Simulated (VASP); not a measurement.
Input of a VASP 6.6.1 run:

The input INCAR:

```
SYSTEM = Y
  PREC = Accurate
  ENCUT = 520
  EDIFF = 1E-6
  ISMEAR = 0
  SIGMA = 0.1
  LREAL = .False.
  LASPH = .True.
  NELM = 60
  ALGO = Fast
  ISIF = 2
  LWAVE = .False.
  LCHARG = .False.
  GGA = PS
  NBANDS = 12
```

The input KPOINTS:

```
regular mesh
0
Gamma
  14 14 14
  0 0 0
```

The input POSCAR:

```
Y
1.0
    3.1904325005      0.0000000000      0.0000000000
    0.0000000000      3.1904325005      0.0000000000
    0.0000000000      0.0000000000      3.1904325005
Y
1
Direct
    0.0000000000      0.0000000000      0.0000000000
```

Potentials or basis: VASP PAW PBE potentials, release 64 (Y_sv).

The run is started by

```sh
$ cat potpaw_PBE.64/Y_sv/POTCAR > POTCAR
$ mpirun -np 1 vasp_std > vasp.out
```

(1) Estimate the pressure.

Results:

(1) 0.0 GPa.

Caveat: the PAW data sets were made with another functional, which shifts forces and pressure a little.
